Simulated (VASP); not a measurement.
# N (P6_3/mmc) in VASP: a series of runs, part 2 of 2

VASP 6.6.1. The steps go on from the part before.

**3. Relaxation of cell and atoms, PBEsol**

This run uses another cell than the first one, of 6.72 Å³/atom, 1.007 times its volume.

Input file INCAR:

```
SYSTEM = N
PREC     = Accurate       ! precision mode
ENCUT    = 600            ! plane-wave cutoff, eV
EDIFF    = 1E-7           ! SCF threshold, eV
ISMEAR   = -1             ! smearing method
SIGMA    = 0.02           ! smearing width, eV
LREAL    = .FALSE.        ! projectors in reciprocal space
LASPH    = .TRUE.         ! aspherical terms in the spheres
NELM     = 120            ! most SCF steps
ALGO     = Normal         ! electronic algorithm
ISIF     = 3              ! what is computed and relaxed
LWAVE    = .FALSE.        ! write WAVECAR
LCHARG   = .FALSE.        ! write CHGCAR
GGA      = PS             ! functional
IBRION   = 2              ! ionic algorithm
NSW      = 80             ! ionic steps
EDIFFG   = -0.01          ! ionic threshold
GGA_COMPAT= .FALSE.      
NELMIN   = 4
```

Input file KPOINTS:

```
regular mesh
0
G
  8 8 7
  0 0 0
```

Input file POSCAR:

```
N
1.0
    2.5194737900      0.0000000000      0.0000000000
   -1.2597368900      2.1819283100      0.0000000000
    0.0000000000      0.0000000000      2.4460020000
N
2
Direct
    0.6666666667      0.3333333333      0.2500000000
    0.3333333333      0.6666666667      0.7500000000
```

Potentials or basis: VASP PAW PBE potentials, release 64 (N).

Run with:

```
> cat potpaw_PBE.64/N/POTCAR > POTCAR
> mpirun -np 1 vasp_std > vasp.out
```

Run time: 9.6 s. Hardware: 1 thread of AMD EPYC 7R43 (Zen 3), shared host; peak memory 0.08 GiB.

It converged, with:

```yaml
Free_energy: -10.4875 eV
Relaxed_volume: 6.67 Å³/atom
Relaxed_cell: a = 2.524 Å, b = 2.524 Å, c = 2.416 Å, α = 90.00°, β = 90.00°, γ = 120.00°
Space_group_after_relaxing_to_0.05_Å: P6_3/mmc (No. 194)
Energy_gained_by_relaxing: 3.5 meV/atom
Ionic_steps: 3
Pressure_after_relaxing: -0.1 GPa
Band_gap_on_the_k_mesh: zero (band 5 reaches 8.30 eV, above the bottom of band 6 at 4.96 eV)
```

The path:
```tsv
step	energy change (eV)	largest force (eV/Å)	pressure (GPa)	volume (Å³)
1	0.0000	0.0000	-3.01	13.45
2	0.0023	0.0000	3.65	13.20
3	-0.0071	0.0000	-0.11	13.33
```

Final structure:
```
N
1.0
     2.52409    0.00000    0.00000
    -1.26204    2.18592    0.00000
     0.00000    0.00000    2.41612
N
2
Direct
  0.66667 0.33333 0.25000
  0.33333 0.66667 0.75000
```

Levels at points of the mesh, in eV from the Fermi level:
```csv
k point,band 1,band 2,band 3,band 4,band 5,band 6,band 7,band 8,band 9
"(0.00, 0.00, 0.00)",-22.22,-5.42,-4.64,-2.51,-2.51,2.82,2.82,6.25,14.35
"(0.50, 0.00, 0.00)",-17.58,-14.63,-5.18,-2.16,-1.37,1.84,2.97,5.25,13.45
```

Caveat: the k points lie up to 0.37 Å⁻¹ apart in the final cell; the PAW data sets were made with another functional, which shifts forces and pressure a little.

**4. Relaxation of cell and atoms, PBEsol, target pressure 15 GPa, at which the enthalpy is minimised**

This run uses another cell than the first one, of 6.72 Å³/atom, 1.007 times its volume.

Input file INCAR:

```
SYSTEM = N
PREC = Accurate
ENCUT = 600
EDIFF = 1E-7
ISMEAR = -1
SIGMA = 0.02
LREAL = .FALSE.
LASPH = .TRUE.
NELM = 120
ALGO = Normal
ISIF = 3
LWAVE = .FALSE.
LCHARG = .FALSE.
GGA = PS
IBRION = 2
NSW = 80
EDIFFG = -0.01
PSTRESS = 150.0
GGA_COMPAT = .FALSE.
NELMIN = 4
```

KPOINTS is that of step 3.

POSCAR is that of step 3.

Run with:

```
> cat potpaw_PBE.64/N/POTCAR > POTCAR
> mpirun -np 1 vasp_std > vasp.out
```

It took 19 s on 1 thread of AMD EPYC 7R43 (Zen 3), shared host; peak memory 0.08 GiB.

It converged, with:

```
Free energy                                            : -10.4541 eV
Relaxed volume                                         : 6.29 Å³/atom
Relaxed cell                                           : a = 2.471 Å, b = 2.471 Å, c = 2.379 Å, α = 90.00°, β = 90.00°, γ = 120.00°
Space group after relaxing (to 0.05 Å)                 : P6_3/mmc (No. 194)
Energy change on relaxing (the enthalpy is what falls) : +13.1 meV/atom
Ionic steps                                            : 7
Pressure after relaxing                                : 15.2 GPa
Band gap on the k mesh                                 : zero (band 5 reaches 9.26 eV, above the bottom of band 6 at 5.57 eV)
```

The path:
```
step  energy change (eV)  largest force (eV/Å)  pressure (GPa)  volume (Å³)
   1              0.0000                0.0000           -3.01        13.45
   2              0.1285                0.0000           32.45        12.03
   3              0.0184                0.0000           13.25        12.69
   4              0.0198                0.0000           13.62        12.68
   5              0.0327                0.0000           16.22        12.53
   6              0.0261                0.0000           15.15        12.59
   7              0.0263                0.0000           15.18        12.59
```

Final structure:
```
N
1.0
     2.47135    0.00000    0.00000
    -1.23567    2.14025    0.00000
     0.00000    0.00000    2.37941
N
2
Direct
  0.66667 0.33333 0.25000
  0.33333 0.66667 0.75000
```

Levels at points of the mesh, in eV from the Fermi level:
```tsv
k point	band 3	band 4	band 5	band 6	band 7	band 8
(0.00, 0.00, 0.00)	-5.03	-2.72	-2.72	2.88	2.88	6.58
(0.50, 0.00, 0.00)	-5.58	-2.07	-1.64	1.79	3.09	5.48
```

Caveat: the k points lie up to 0.38 Å⁻¹ apart in the final cell; the cell is relaxed towards a set pressure, so the enthalpy falls and the energy may rise; the PAW data sets were made with another functional, which shifts forces and pressure a little.

**5. Relaxation of cell and atoms, PBEsol, target pressure 30 GPa, at which the enthalpy is minimised**

This run uses another cell than the first one, of 6.72 Å³/atom, 1.007 times its volume.

Input file INCAR:

```
SYSTEM = N
PREC     = Accurate       ! precision mode
ENCUT    = 600            ! plane-wave cutoff, eV
EDIFF    = 1E-7           ! SCF threshold, eV
ISMEAR   = -1             ! smearing method
SIGMA    = 0.02           ! smearing width, eV
LREAL    = .FALSE.        ! projectors in reciprocal space
LASPH    = .TRUE.         ! aspherical terms in the spheres
NELM     = 120            ! most SCF steps
ALGO     = Normal         ! electronic algorithm
ISIF     = 3              ! what is computed and relaxed
LWAVE    = .FALSE.        ! write WAVECAR
LCHARG   = .FALSE.        ! write CHGCAR
GGA      = PS             ! functional
IBRION   = 2              ! ionic algorithm
NSW      = 80             ! ionic steps
EDIFFG   = -0.01          ! ionic threshold
PSTRESS  = 300.0        
GGA_COMPAT= .FALSE.      
NELMIN   = 4
```

Input file KPOINTS:

```
Automatic mesh
0
G
  8 8 7
  0 0 0
```

POSCAR is that of step 4.

Run with:

```
> cat potpaw_PBE.64/N/POTCAR > POTCAR
> mpirun -np 1 vasp_std > vasp.out
```

Run time: 18 s. Hardware: 1 thread of AMD EPYC 7R43 (Zen 3), shared host; peak memory 0.08 GiB.

Results (log left out):

```yaml
Free_energy: -10.3732 eV
Relaxed_volume: 6.00 Å³/atom
Relaxed_cell: a = 2.428 Å, b = 2.428 Å, c = 2.351 Å, α = 90.00°, β = 90.00°, γ = 120.00°
Space_group_after_relaxing_to_0.05_Å: P6_3/mmc (No. 194)
Energy_change_on_relaxing_the_enthalpy_is_what_falls: +53.6 meV/atom
Ionic_steps: 6
Pressure_after_relaxing: 29.9 GPa
Band_gap_on_the_k_mesh: zero (band 5 reaches 10.09 eV, above the bottom of band 6 at 6.09 eV)
```

Stress tensor (GPa, compression positive):
```
29.93  0.00  0.00
 0.00 29.93  0.00
 0.00  0.00 29.82
```

The path:
```tsv
step	energy change (eV)	largest force (eV/Å)	pressure (GPa)	volume (Å³)
1	0.0000	0.0000	-3.01	13.45
2	0.4800	0.0000	71.46	10.92
3	0.0892	0.0000	27.51	12.13
4	0.0948	0.0000	28.36	12.10
5	0.1270	0.0000	31.52	11.92
6	0.1072	0.0000	29.89	12.00
```

Final structure:
```
N
1.0
     2.42835    0.00000    0.00000
    -1.21418    2.10302    0.00000
     0.00000    0.00000    2.35055
N
2
Cartesian
  1.2142 0.7010 0.5876
  0.0000 1.4020 1.7629
```

Levels at points of the mesh, in eV from the Fermi level:
```tsv
k point	band 3	band 4	band 5	band 6	band 7	band 8
(0.00, 0.00, 0.00)	-4.72	-2.91	-2.91	2.90	2.90	6.85
(0.50, 0.00, 0.00)	-5.94	-2.00	-1.90	1.71	3.15	5.66
```

Caveat: the k points lie up to 0.38 Å⁻¹ apart in the final cell; the cell is relaxed towards a set pressure, so the enthalpy falls and the energy may rise; the PAW data sets were made with another functional, which shifts forces and pressure a little.

**6. Relaxation of cell and atoms, PBEsol, target pressure 45 GPa, at which the enthalpy is minimised**

This run uses another cell than the first one, of 6.72 Å³/atom, 1.007 times its volume.

Input file INCAR:

```
PREC     = Accurate       # precision mode
ENCUT    = 600            # plane-wave cutoff, eV
EDIFF    = 1E-7           # SCF threshold, eV
ISMEAR   = -1             # smearing method
SIGMA    = 0.02           # smearing width, eV
LREAL    = False          # projectors in reciprocal space
LASPH    = True           # aspherical terms in the spheres
NELM     = 120            # most SCF steps
ALGO     = Normal         # electronic algorithm
ISIF     = 3              # what is computed and relaxed
LWAVE    = False          # write WAVECAR
LCHARG   = False          # write CHGCAR
GGA      = PS             # functional
IBRION   = 2              # ionic algorithm
NSW      = 80             # ionic steps
EDIFFG   = -0.01          # ionic threshold
PSTRESS  = 450.0        
GGA_COMPAT= False        
NELMIN   = 4
```

Input file KPOINTS:

```
Automatic mesh
0
Gamma
  8 8 7
```

POSCAR is that of step 5.

Potentials or basis: VASP PAW PBE potentials, release 64 (N).

Run with:

```
> cat potpaw_PBE.64/N/POTCAR > POTCAR
> mpirun -np 1 vasp_std > vasp.out
```

Wall time 24 s (1 thread of AMD EPYC 7R43 (Zen 3), shared host); peak memory 0.08 GiB.

It converged, with:

- Free energy: -10.2630 eV
- Relaxed volume: 5.77 Å³/atom
- Relaxed cell: a = 2.393 Å, b = 2.393 Å, c = 2.326 Å, α = 90.00°, β = 90.00°, γ = 120.00°
- Space group after relaxing (to 0.05 Å): P6_3/mmc (No. 194)
- Energy change on relaxing (the enthalpy is what falls): +108.7 meV/atom
- Ionic steps: 9
- Pressure after relaxing: 45.0 GPa
- Band gap on the k mesh: zero (band 5 reaches 10.82 eV, above the bottom of band 6 at 6.54 eV)

Stress tensor (GPa, compression positive):
```
45.16  0.00  0.00
 0.00 45.16  0.00
 0.00  0.00 44.77
```

The path:
```
step  energy change (eV)  largest force (eV/Å)  pressure (GPa)  volume (Å³)
   1              0.0000                0.0000           -3.01        13.45
   2              1.0690                0.0000          112.07         9.89
   3              0.1822                0.0000           41.07        11.69
   4              0.2032                0.0000           43.73        11.61
   5              0.2560                0.0000           47.40        11.43
   6              0.2198                0.0000           45.36        11.52
   7              0.2203                0.0000           45.40        11.52
   8              0.2154                0.0000           44.77        11.54
   9              0.2174                0.0000           45.03        11.53
```

Final structure:
```yaml
crystal:
  lattice:
    - [2.39270, 0.00000, 0.00000]
    - [-1.19635, 2.07214, 0.00000]
    - [0.00000, 0.00000, 2.32559]
  atoms:
    - { symbol: N, position: [0.66667, 0.33333, 0.25000] }
    - { symbol: N, position: [0.33333, 0.66667, 0.75000] }
```

Levels at points of the mesh, in eV from the Fermi level:
| k point | band 3 | band 4 | band 5 | band 6 | band 7 | band 8 |
| --- | --- | --- | --- | --- | --- | --- |
| (0.00, 0.00, 0.00) | -4.41 | -3.05 | -3.05 | 2.95 | 2.95 | 7.12 |
| (0.50, 0.00, 0.00) | -6.23 | -2.11 | -1.89 | 1.67 | 3.24 | 5.84 |

Caveat: the k points lie up to 0.39 Å⁻¹ apart in the final cell; the cell is relaxed towards a set pressure, so the enthalpy falls and the energy may rise; the PAW data sets were made with another functional, which shifts forces and pressure a little.

**7. Summary**

```tsv
task	cell	gap on the mesh (eV)	pressure (GPa)
single point	a = 2.526, b = 2.526, c = 2.417 Å, angles 90.0, 90.0, 120.0°, 2 atoms	none	-0.5
relaxation of cell and atoms	relaxed from a = 2.519, b = 2.519, c = 2.446 Å, angles 90.0, 90.0, 120.0°, 2 atoms	none	-0.1
relaxation of cell and atoms	relaxed to 15 GPa from a = 2.519, b = 2.519, c = 2.446 Å, angles 90.0, 90.0, 120.0°, 2 atoms	none	15.2
relaxation of cell and atoms	relaxed to 30 GPa from a = 2.519, b = 2.519, c = 2.446 Å, angles 90.0, 90.0, 120.0°, 2 atoms	none	29.9
relaxation of cell and atoms	relaxed to 45 GPa from a = 2.519, b = 2.519, c = 2.446 Å, angles 90.0, 90.0, 120.0°, 2 atoms	none	45.0
```

Alike in all rows: level PBEsol; potentials or basis VASP PAW PBE potentials, release 64 (N); no spin polarisation; k mesh 8 × 8 × 7; cutoff (eV) 600; smearing fermi-dirac 0.02 eV.

Caveats: all runs use coarse meshes; the PAW data sets were made with another functional, which shifts forces and pressure a little; the cell is relaxed towards a set pressure, so the enthalpy falls and the energy may rise (some runs).

Total energies depend on the potentials used, so only differences within one code and one set of settings carry meaning.
